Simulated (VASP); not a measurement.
Set up this calculation in VASP 6.6.1, as the native input.

| Property | Result |
| --- | --- |
| Task | single point |
| Functional | r2SCAN |
| Potentials or basis | VASP PAW PBE potentials, release 64 (Mo_sv) |
| Cutoff | 520 eV |
| k mesh | 18 × 18 × 18 |
| Occupations | gaussian, width 0.05 eV |
| Spin | no spin polarisation |
| Dipole correction | no |
| Further INCAR settings | ALGO = Normal; EDIFF = 1e-07; NBANDS = 13 |

The system is Mo.

```
CELL_PARAMETERS angstrom
-1.57515 1.57515 1.57515
1.57515 -1.57515 1.57515
1.57515 1.57515 -1.57515
ATOMIC_POSITIONS crystal
Mo 0.00000 0.00000 0.00000
```

One way to write it, as run:

POSCAR

```
Mo
1.0
   -1.5751461432      1.5751461432      1.5751461432
    1.5751461432     -1.5751461432      1.5751461432
    1.5751461432      1.5751461432     -1.5751461432
Mo
1
Direct
    0.0000000000      0.0000000000      0.0000000000
```

INCAR.step1

```
SYSTEM = Mo
PREC     = Accurate       ! precision mode
ENCUT    = 520            ! plane-wave cutoff, eV
ISMEAR   = 0              ! smearing method
SIGMA    = 0.05           ! smearing width, eV
LREAL    = .False.        ! projectors in reciprocal space
LASPH    = .True.         ! aspherical terms in the spheres
NELM     = 100            ! most SCF steps
NBANDS   = 13             ! bands
GGA      = PE             ! functional
ALGO     = Normal         ! electronic algorithm
EDIFF    = 1E-4           ! SCF threshold, eV
LWAVE    = .True.         ! write WAVECAR
LCHARG   = .False.        ! write CHGCAR
```

INCAR.step2

```
SYSTEM = Mo
PREC     = Accurate       ! precision mode
ENCUT    = 520            ! plane-wave cutoff, eV
EDIFF    = 1E-7           ! SCF threshold, eV
ISMEAR   = 0              ! smearing method
SIGMA    = 0.05           ! smearing width, eV
LREAL    = .False.        ! projectors in reciprocal space
LASPH    = .True.         ! aspherical terms in the spheres
NELM     = 100            ! most SCF steps
ALGO     = Normal         ! electronic algorithm
ISIF     = 2              ! what is computed and relaxed
LWAVE    = .False.        ! write WAVECAR
LCHARG   = .True.         ! write CHGCAR
METAGGA  = R2SCAN         ! meta-GGA
LMIXTAU  = .True.       
LELF     = .True.         ! ELF
LVHAR    = .True.       
NBANDS   = 13             ! bands
ISTART   = 1
```

KPOINTS

```
Automatic mesh
0
Gamma
  18 18 18
  0 0 0
```

Potentials or basis: VASP PAW PBE potentials, release 64 (Mo_sv).

Command:

```sh
$ cat potpaw_PBE.64/Mo_sv/POTCAR > POTCAR
$ cp INCAR.step1 INCAR
$ mpirun -np 1 vasp_std > vasp.out
$ cp INCAR.step2 INCAR
$ mpirun -np 1 vasp_std > vasp.out
```

Results of the run:

The pressure is 1.1 GPa and the band gap on the k mesh is zero (band 7 reaches 16.69 eV, above the bottom of band 8 at 11.13 eV).

Caveat: the PAW data sets were made with another functional, which shifts forces and pressure a little.

It took 62 s on 1 thread of Intel(R) Xeon(R) 6975P-C (Granite Rapids), on a shared host, peak memory 0.16 GiB.
